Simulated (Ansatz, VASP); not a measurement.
**Sn in VASP and in Ansatz**

The input POSCAR:

```
Sn
1.0
    2.0670106638     -6.5569824684      0.0000000000
    2.0670106638      6.5569824684      0.0000000000
    0.0000000000      0.0000000000      5.4703968022
Sn
4
Direct
    0.0980000000      0.9020000000      0.9100000000
    0.5980000000      0.4020000000      0.5900000000
    0.9020000000      0.0980000000      0.0900000000
    0.4020000000      0.5980000000      0.4100000000
```

Contents of INCAR.step1:

```
SYSTEM = Sn
ALGO     = Normal         ! electronic algorithm
EDIFF    = 1E-4           ! SCF threshold, eV
ENCUT    = 520            ! plane-wave cutoff, eV
GGA      = PE             ! functional
ISMEAR   = 0              ! smearing method
LASPH    = .True.         ! aspherical terms in the spheres
LCHARG   = .False.        ! write CHGCAR
LREAL    = .False.        ! projectors in reciprocal space
LWAVE    = .True.         ! write WAVECAR
NBANDS   = 36             ! bands
NELM     = 60             ! most SCF steps
PREC     = Accurate       ! precision mode
SIGMA    = 0.1            ! smearing width, eV
```

File INCAR.step2:

```
SYSTEM = Sn
ALGO     = Normal         ! electronic algorithm
EDIFF    = 1E-6           ! SCF threshold, eV
ENCUT    = 520            ! plane-wave cutoff, eV
ISIF     = 2              ! what is computed and relaxed
ISMEAR   = 0              ! smearing method
ISTART   = 1            
LASPH    = .True.         ! aspherical terms in the spheres
LCHARG   = .False.        ! write CHGCAR
LMIXTAU  = .True.       
LREAL    = .False.        ! projectors in reciprocal space
LWAVE    = .False.        ! write WAVECAR
METAGGA  = R2SCAN         ! meta-GGA
NBANDS   = 36             ! bands
NELM     = 60             ! most SCF steps
PREC     = Accurate       ! precision mode
SIGMA    = 0.1            ! smearing width, eV
```

KPOINTS

```
k-points
0
Gamma
  4 4 4
  0 0 0
```

Input for Ansatz:

```yaml
crystal:
  lattice:
    - [2.0670106638, -6.5569824684, 0.0]
    - [2.0670106638, 6.5569824684, 0.0]
    - [0.0, 0.0, 5.4703968022]
  atoms:
    - { symbol: Sn, position: [0.098, 0.902, 0.91] }
    - { symbol: Sn, position: [0.598, 0.402, 0.59] }
    - { symbol: Sn, position: [0.902, 0.098, 0.09] }
    - { symbol: Sn, position: [0.402, 0.598, 0.41] }
basis:
  ecutwfc: 500
kpoints:
  mp_grid: { grid: [4, 4, 4] }
hamiltonian:
  xc: r2scan
scf:
  occupations: { method: gaussian, width: 0.1 }
  lower_state_search: "off"
output:
  forces: true
  stress: true
  eigenvalues: true
```

Alike in both runs: task single point; functional r2SCAN; k mesh 4 × 4 × 4; occupations gaussian, width 0.1 eV; no spin polarisation.

|  | VASP | Ansatz |
| --- | --- | --- |
| version | VASP 6.6.1 | Ansatz 0.2.0 |
| potentials or method | VASP PAW PBE potentials, release 64 (Sn_d), cutoff 520 eV | scalar-relativistic, plane waves, PAW |
| valence electrons in the cell | 56 | 56 |

|  | VASP | Ansatz | Ansatz less VASP |
| --- | --- | --- | --- |
| gap on the k mesh at the Fermi level (eV) | none | none | - |
| pressure (GPa) | 4.5 | 4.5 | +0.01 |
| traceless stress, the component that is largest in VASP (GPa) | -3.74 | -3.72 | +0.017 |
| rms of the force components (eV/Å) | 0.692 | 0.684 | -0.0088 |

VASP's potentials were made for PBE, not for r2SCAN. Atom by atom the forces differ by 0.009 eV/Å (rms over components). A gap of «none» marks a metal or a gap that the smearing closes. The functional is the same, so the differences come from potentials, cutoffs and numerics.

The k mesh is coarse, so the values compare programs but aren't converged.
